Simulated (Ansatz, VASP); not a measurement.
# MoS2: VASP beside Ansatz

File INCAR:

```
SYSTEM = MoS2
ALGO     = Normal         ! electronic algorithm
EDIFF    = 1E-6           ! SCF threshold, eV
ENCUT    = 520            ! plane-wave cutoff, eV
GGA      = PS             ! functional
ISIF     = 2              ! what is computed and relaxed
ISMEAR   = -1             ! smearing method
LASPH    = .True.         ! aspherical terms in the spheres
LCHARG   = .False.        ! write CHGCAR
LREAL    = .False.        ! projectors in reciprocal space
LWAVE    = .False.        ! write WAVECAR
NBANDS   = 20             ! bands
NELM     = 100            ! most SCF steps
PREC     = Accurate       ! precision mode
SIGMA    = 0.05           ! smearing width, eV
```

The input KPOINTS:

```
k-points
0
Gamma
  10 10 10
  0 0 0
```

File POSCAR:

```
MoS2
1.0
    1.6063642348      0.9274348234      6.1954663772
   -1.6063642348      0.9274348234      6.1954663772
    0.0000000000     -1.8548696467      6.1954663772
Mo S
1 2
Direct
    0.0000000000      0.0000000000      0.0000000000
    0.2500000000      0.2500000000      0.2500000000
    0.7500000000      0.7500000000      0.7500000000
```

Contents of input.yaml:

```yaml
crystal:
  lattice:
    - [1.6063642348, 0.9274348234, 6.1954663772]
    - [-1.6063642348, 0.9274348234, 6.1954663772]
    - [0.0, -1.8548696467, 6.1954663772]
  atoms:
    - { symbol: Mo, position: [0.0, 0.0, 0.0] }
    - { symbol: S, position: [0.25, 0.25, 0.25] }
    - { symbol: S, position: [0.75, 0.75, 0.75] }
kpoints:
  mp_grid: { grid: [10, 10, 10] }
scf:
  occupations: { method: fermi_dirac, width: 0.05 }
hamiltonian:
  xc: pbesol
  pseudopotentials: { kind: all_electron, lapw: { basis_error: 0.001 } }
output:
  forces: true
  stress: true
  eigenvalues: true
```

Change from the starting cell: volume scaled by 1.04.

Alike in both runs: task single point; functional PBEsol; k mesh 10 × 10 × 10; occupations fermi-dirac, width 0.05 eV; no spin polarisation.

|  | VASP | Ansatz |
| --- | --- | --- |
| version | VASP 6.6.1 | Ansatz 0.2.0 |
| potentials or method | VASP PAW PBE potentials, release 64 (Mo_sv, S), cutoff 520 eV | all-electron LAPW, scalar-relativistic |

|  | VASP | Ansatz | Ansatz less VASP |
| --- | --- | --- | --- |
| gap on the k mesh at the Fermi level (eV) | none | none | - |
| pressure (GPa) | -2.8 | -2.8 | +0.01 |
| traceless stress, the component that is largest in VASP (GPa) | 2.82 | 2.79 | -0.027 |
| rms of the force components (eV/Å) | 0.046 | 0.043 | -0.0029 |

VASP's potentials were made for PBE, not for PBEsol. Atom by atom the forces differ by 0.003 eV/Å (rms over components). A gap of «none» marks a metal or a gap that the smearing closes. Ansatz ran all-electron here, and VASP with PAW potentials.
